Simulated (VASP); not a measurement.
# Li (P6_3/mmc) in VASP: a series of runs

The runs below take Li through single point, relaxation of cell and atoms, with LDA.

Everything below comes from runs of VASP 6.6.1. Logs are shortened: lines on timing, memory, paths and dates and some standing lists are left out, and cuts for length are marked.

## 1. The cell of the first run

It takes space group P6_3/mmc (No. 194, hexagonal). The conventional cell has a = 3.018 Å, b = 3.018 Å, c = 4.821 Å, α = 90.00°, β = 90.00°, γ = 120.00°. Li (site symmetry -6m2) has 12 Li at 2.97 to 3.02 Å within 3.9 Å.

## 2. Single point, LDA

Input file INCAR:

```
SYSTEM = Li
PREC = Accurate
ENCUT = 750
EDIFF = 1E-6
ISMEAR = -1
SIGMA = 0.1
LREAL = .FALSE.
LASPH = .TRUE.
NELM = 120
ALGO = Normal
ISIF = 2
LWAVE = .FALSE.
LCHARG = .FALSE.
GGA = CA
NBANDS = 10
GGA_COMPAT = .FALSE.
```

Input file KPOINTS:

```
regular mesh
0
G
  8 8 5
  0 0 0
```

Input file POSCAR:

```
Li
1.0
    3.0181233006      0.0000000000      0.0000000000
   -1.5090616503      2.6137714501      0.0000000000
    0.0000000000      0.0000000000      4.8206001244
Li
2
Direct
    0.3333333333      0.6666666667      0.2500000000
    0.6666666667      0.3333333333      0.7500000000
```

Potentials or basis: VASP PAW LDA potentials, release 64 (Li_sv).

Started as:

```
$ cat potpaw_LDA.64/Li_sv/POTCAR > POTCAR
$ mpirun -np 1 vasp_std > vasp.out
```

OUTCAR:

```text
SYSTEM = Li
   PREC = Accurate
   ENCUT = 750
   EDIFF = 1E-6
   ISMEAR = -1
   LREAL = .FALSE.
   LASPH = .TRUE.
   NELM = 120
   ISIF = 2
   GGA = CA

 ion  position               nearest neighbor table
   1  0.333  0.667  0.250-
   2  0.667  0.333  0.750-

  LATTYP: Found a hexagonal cell.
 ALAT       =     3.0181233006
 C/A-ratio  =     1.5972177556

  Lattice vectors:

 A1 = (   3.0181233006,   0.0000000000,   0.0000000000)
 A2 = (  -1.5090616503,   2.6137714501,   0.0000000000)
 A3 = (   0.0000000000,   0.0000000000,   4.8206001244)

Analysis of symmetry for initial positions (statically):
=====================================================================
 Subroutine PRICEL returns:
 Original cell was already a primitive cell.

 Routine SETGRP: Setting up the symmetry group for a
 hexagonal supercell.

 Subroutine GETGRP returns: Found 24 space group operations
 (whereof 12 operations were pure point group operations)
 out of a pool of 24 trial point group operations.

The static configuration has the point symmetry D_3d.
 The point group associated with its full space group is D_6h.

Analysis of symmetry for dynamics (positions and initial velocities):
=====================================================================
 Subroutine PRICEL returns:
 Original cell was already a primitive cell.

 Routine SETGRP: Setting up the symmetry group for a
 hexagonal supercell.

 Subroutine GETGRP returns: Found 24 space group operations
 (whereof 12 operations were pure point group operations)
 out of a pool of 24 trial point group operations.

The dynamic configuration has the point symmetry D_3d.
 The point group associated with its full space group is D_6h.

 Subroutine INISYM returns: Found 24 space group operations
 (whereof 12 operations are pure point group operations),
 and found     1 'primitive' translations

----------------------------------------------------------------------------------------

                                     Primitive cell

  volume of cell :      38.0282

  direct lattice vectors                    reciprocal lattice vectors
     3.018123301  0.000000000  0.000000000     0.331331725  0.191294461  0.000000000
    -1.509061650  2.613771450  0.000000000     0.000000000  0.382588921  0.000000000
     0.000000000  0.000000000  4.820600124     0.000000000  0.000000000  0.207443052

  length of vectors
     3.018123301  3.018123301  4.820600124     0.382588921  0.382588921  0.207443052

  position of ions in fractional coordinates (direct lattice)
     0.333333333  0.666666667  0.250000000
     0.666666667  0.333333333  0.750000000

  ion indices of the primitive-cell ions
   primitive index   ion index
                 1           1
                 2           2

----------------------------------------------------------------------------------------

 KPOINTS: regular mesh

Automatic generation of k-mesh.
 Grid dimensions read from file:
 generate k-points for:    8    8    5

 Generating k-lattice:

  Cartesian coordinates                     Fractional coordinates (reciprocal lattice)
     0.041416466  0.023911808  0.000000000     0.125000000  0.000000000  0.000000000
     0.000000000  0.047823615  0.000000000     0.000000000  0.125000000  0.000000000
     0.000000000  0.000000000  0.041488610     0.000000000  0.000000000  0.200000000

  Length of vectors
     0.047823615  0.047823615  0.041488610

  Shift w.r.t. Gamma in fractional coordinates (k-lattice)
     0.000000000  0.000000000  0.000000000

 Subroutine IBZKPT returns following result:
 ===========================================

 Found     30 irreducible k-points:

 Following reciprocal coordinates:
            Coordinates               Weight
  0.000000  0.000000  0.000000      1.000000
  0.125000  0.000000  0.000000      6.000000
  0.250000  0.000000  0.000000      6.000000
  0.375000  0.000000  0.000000      6.000000
  0.500000  0.000000  0.000000      3.000000
  0.125000  0.125000  0.000000      6.000000
[... 16 lines left out ...]
  0.250000  0.000000  0.400000     12.000000
  0.375000  0.000000  0.400000     12.000000
 [... further k-points ...]
   k-points           NKPTS =     30   k-points in BZ     NKDIM =     30   number of bands    NBANDS=     10
   number of dos      NEDOS =    301   number of ions     NIONS =      2
   total plane-waves  NPLWV =  37632
   dimension x,y,z NGX =    28 NGY =   28 NGZ =   48
   dimension x,y,z NGXF=    56 NGYF=   56 NGZF=   96
   ions per type =               2
   NGX,Y,Z   is equivalent  to a cutoff of  15.42, 15.42, 16.55 a.u.
   NGXF,Y,Z  is equivalent  to a cutoff of  30.85, 30.85, 33.11 a.u.
 SYSTEM =  Li
   PREC   = accura    normal or accurate (medium, high low for compatibility)
   ISTART =      0    job   : 0-new  1-cont  2-samecut
   ICHARG =      2    charge: 1-file 2-atom 10-const
   ISPIN  =      1    spin polarized calculation?
   LNONCOLLINEAR =      F non collinear calculations
   LSORBIT =      F    spin-orbit coupling
   LASPH  =      T    aspherical Exc in radial PAW
   ENCUT  =  750.0 eV  55.12 Ry    7.42 a.u.   6.74  6.74 10.76*2*pi/ulx,y,z
   NELM   =    120;   NELMIN=  2; NELMDL= -5     # of ELM steps
   EDIFF  = 0.1E-05   stopping-criterion for ELM
   LREAL  =      F    real-space projection
   EDIFFG = 0.1E-04   stopping-criterion for IOM
   NSW    =      0    number of steps for IOM
   IBRION =     -1    ionic relax: 0-MD 1-quasi-New 2-CG
   NFREE  =      0    steps in history (QN), initial steepest desc. (CG)
   ISIF   =      2    stress and relaxation
   ISYM   =      2    0-nonsym 1-usesym 2-fastsym
   POTIM  = 0.5000    time-step for ionic-motion
   TEBEG  =    0.0;   TEEND  =   0.0 temperature during run
   PSTRESS=    0.0 pullay stress
   NELECT =       6.0000    total number of electrons
   NUPDOWN=      -1.0000    fix difference up-down
   EMIN   =  10.00;   EMAX   =-10.00  energy-range for DOS
   EFERMI =   0.00;   METHOD = LEGACY
   ISMEAR =    -1;   SIGMA  =   0.10  broadening in eV -4-tet -1-fermi 0-gaus
   EFERMI_NEDOS =   21; number of points for ismear=-14 and -15
   IALGO  =     38    algorithm
   IMIX   =      4    mixing-type and parameters
     AMIX     =   0.40;   BMIX     =  1.00
     AMIX_MAG =   1.60;   BMIX_MAG =  1.00
  volume/ion in A,a.u.               =      19.01       128.31
  Fermi-wavevector in a.u.,A,eV,Ry     =   0.884620  1.671689 10.647270  0.782552
  Thomas-Fermi vector in A             =   2.005544
   LORBIT       =      0    0 simple, 1 ext, 2 COOP (PROOUT), +10 PAW based schemes
   GGA     = CA    functional components
   LHFCALC =     F    Hartree Fock is set to
   AEXX    =    0.0000 exact exchange contribution
   IVDW    =     0    specifies the selected vdW correction
   LEPSILON=     F    determine dielectric tensor
   LRPA    =     F    only Hartree local field effects (RPA)
 non-spin polarized calculation
  energy-cutoff  :      750.00
  volume of cell :       38.03
 maximum number of plane-waves:      1794
 NGX is ok and might be reduce to    28
   NGX = 13   NGY = 13   NGZ = 21

 number of electron       6.0000000 magnetization

 Free energy of the ion-electron system (eV)
  ---------------------------------------------------
  ext. energy  EPLUGINS =         0.00000000
  ---------------------------------------------------
  free energy    TOTEN  =        -4.10152374 eV

  energy without entropy =       -4.06918010  energy(sigma->0) =       -4.08535192

 E-fermi :   0.7574     XC(G=0):  -7.3068

 val. band max:        0.6311569285   @ k =   0.5000   0.0000   0.0000
 cond. band min:       0.7873961314   @ k =   0.5000   0.0000   0.2000
 fundamental gap:      0.1562392029
 Fermi energy:         0.7574323378

 k-point     1 :       0.0000    0.0000    0.0000
  band No.  band energies     occupation
      1     -44.7336      2.00000
      2     -44.7055      2.00000
      3      -2.7991      2.00000
      4       0.8574      0.53804
      5       4.1336      0.00000
      6      13.3294      0.00000
      7      13.3294      0.00000
      8      14.8509      0.00000
      9      14.8509      0.00000
     10      16.0383      0.00000

 k-point     2 :       0.1250    0.0000    0.0000
  band No.  band energies     occupation
      1     -44.7303      2.00000
      2     -44.7042      2.00000
      3      -2.5526      2.00000
      4       1.1936      0.02519
      5       4.1926      0.00000
      6      11.2346      0.00000
      7      12.0089      0.00000
      8      14.8658      0.00000
      9      15.4064      0.00000
     10      15.4536      0.00000

 k-point     3 :       0.2500    0.0000    0.0000
  band No.  band energies     occupation
      1     -44.7221      2.00000
      2     -44.7013      2.00000
      3      -1.8124      2.00000
      4       2.1984      0.00000
      5       4.2146      0.00000
      6       8.3142      0.00000
      7      10.5181      0.00000
      8      12.7057      0.00000
      9      13.0051      0.00000
     10      14.7783      0.00000

 k-point     4 :       0.3750    0.0000    0.0000
  band No.  band energies     occupation
      1     -44.7129      2.00000
      2     -44.6994      2.00000
      3      -0.5936      2.00000
      4       3.2789      0.00000
      5       3.8494      0.00000
      6       7.1082      0.00000
      7       9.3181      0.00000
      8       9.5720      0.00000
      9      10.4346      0.00000
     10      14.0433      0.00000
[... 222 lines left out ...]
 k-point    22 :       0.1250    0.0000    0.4000
  band No.  band energies     occupation
      1     -44.7213      2.00000
      2     -44.7132      2.00000
      3      -1.8072      2.00000
      4      -0.8819      2.00000
      5       8.0486      0.00000
      6      10.9189      0.00000
      7      12.3638      0.00000
      8      12.8796      0.00000
      9      13.1911      0.00000
     10      13.8676      0.00000

 k-point    23 :       0.2500    0.0000    0.4000
  band No.  band energies     occupation
      1     -44.7149      2.00000
      2     -44.7085      2.00000
      3      -1.0603      2.00000
      4      -0.1184      1.99969
      5       7.7164      0.00000
      6       8.9191      0.00000
      7      10.3205      0.00000
      8      11.4540      0.00000
      9      12.0715      0.00000
     10      12.5721      0.00000

 k-point    24 :       0.3750    0.0000    0.4000
  band No.  band energies     occupation
      1     -44.7082      2.00000
      2     -44.7040      2.00000
      3       0.1297      1.99625
      4       1.0199      0.13508
      5       5.4862      0.00000
      6       6.4285      0.00000
      7      10.4415      0.00000
      8      10.5261      0.00000
      9      11.6763      0.00000
     10      12.7216      0.00000

 [... further k-points ...]
[... 5 lines left out ...]
  --------------------------------------------------------------------------------------
  -------------------------------------------------------------------------------------
  Total       -0.0319767     -0.0319767     -0.0438770      0.0000000      0.0000000      0.0000000
  in kB       -1.3472206     -1.3472206     -1.8485936      0.0000000      0.0000000      0.0000000
  external PRESSURE =      -1.5143449 kB  Pullay stress =       0.0000000 kB

 VOLUME and BASIS-vectors are now :
 -----------------------------------------------------------------------------
  energy-cutoff  :      750.00
  volume of cell :       38.03
      direct lattice vectors                 reciprocal lattice vectors
     3.018123301  0.000000000  0.000000000     0.331331725  0.191294461  0.000000000
    -1.509061650  2.613771450  0.000000000     0.000000000  0.382588921  0.000000000
     0.000000000  0.000000000  4.820600124     0.000000000  0.000000000  0.207443052

 POSITION                                       TOTAL-FORCE (eV/Angst)
 -----------------------------------------------------------------------------------
     -0.00000      1.74251      1.20515        -0.000000      0.000000      0.000000
      1.50906      0.87126      3.61545         0.000000      0.000000      0.000000
 -----------------------------------------------------------------------------------
    total drift:                               -0.000000      0.000000      0.000000

  FREE ENERGIE OF THE ION-ELECTRON SYSTEM (eV)
  ---------------------------------------------------
  free  energy   TOTEN  =        -4.1015237392 eV

  energy  without entropy=       -4.0691800992  energy(sigma->0) =       -4.08535192
```

Wall time 17 s (1 thread of Intel Xeon 8259CL, shared host); peak memory 0.15 GiB.

What came out:

| Item | Value |
| --- | --- |
| Free energy | -4.1015 eV |
| Pressure | -0.2 GPa |
| Band gap on the k mesh | zero (band 3 reaches 2.20 eV, above the bottom of band 4 at -1.14 eV) |

[end of part 1 of 2]
